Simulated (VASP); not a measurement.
Here is a VASP 6.6.1 calculation.

Contents of INCAR:

```
SYSTEM = Ba
PREC = Accurate
ENCUT = 520
EDIFF = 1E-6
ISMEAR = -1
SIGMA = 0.1
LREAL = .FALSE.
LASPH = .TRUE.
NELM = 60
ALGO = Normal
ISIF = 2
LWAVE = .FALSE.
LCHARG = .TRUE.
GGA = RE
LELF = .TRUE.
LVHAR = .TRUE.
NBANDS = 22
```

Contents of KPOINTS:

```
Automatic mesh
0
G
  6 6 8
  0 0 0
```

POSCAR

```
Ba
1.0
    7.3530255965      0.0000000000      0.0000000000
   -3.6765127982      6.3679069613      0.0000000000
    0.0000000000      0.0000000000      4.3681030881
Ba
3
Direct
    0.0000000000      0.0000000000      0.0000000000
    0.3333333333      0.6666666667      0.5000000000
    0.6666666667      0.3333333333      0.5000000000
```

Potentials or basis: VASP PAW PBE potentials, release 64 (Ba_sv).

Launch:

```bash
$ cat potpaw_PBE.64/Ba_sv/POTCAR > POTCAR
$ mpirun -np 1 vasp_std > vasp.out
```

Q: Estimate the pressure.

A: 0.0 GPa.

Q: What does it give for the band gap on the k mesh?

A: Zero (band 15 reaches 1.89 eV, above the bottom of band 16 at 1.26 eV).

Caveat: the PAW data sets were made with another functional, which shifts forces and pressure a little; spin-orbit coupling is left out, which moves the levels of the heavy elements.
